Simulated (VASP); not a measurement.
Sr, 1 atom in the cell. Symmetry: P6/mmm, No. 191, hexagonal system. The conventional cell has a = 3.454 Å, b = 3.454 Å, c = 3.148 Å, α = 90.00°, β = 90.00°, γ = 120.00°. Within 4.1 Å of Sr (site symmetry 6/mmm) lie 8 Sr at 3.15 to 3.45 Å. 

| Item | Value |
| --- | --- |
| Program | VASP 6.6.1 |
| Task | relaxation of cell and atoms |
| Functional | PBE |
| Potentials or basis | VASP PAW PBE potentials, release 64 (Sr_sv) |
| Cutoff | 600 eV |
| k mesh | 13 × 13 × 12 |
| Occupations | fermi-dirac, width 0.1 eV |
| Spin | no spin polarisation |
| Target pressure | 12 GPa |
| Dipole correction | no |
| Further INCAR settings | ALGO = Normal; EDIFF = 1e-06; IBRION = 2; EDIFFG = -0.005; NSW = 32; ISIF = 3 |

Potentials or basis: VASP PAW PBE potentials, release 64 (Sr_sv).

Command:

```console
$ cat potpaw_PBE.64/Sr_sv/POTCAR > POTCAR
$ mpirun -np 1 vasp_std > vasp.out
```

Hardware: 1 thread of AMD EPYC 9R45 96-Core Processor (Zen 5), on a shared host.

How long does it take, and how much memory?

It took 46 s on 1 thread of AMD EPYC 9R45 96-Core Processor (Zen 5), on a shared host, peak memory 0.18 GiB. Counts: scf iterations 23, k points 147, ion steps 3.
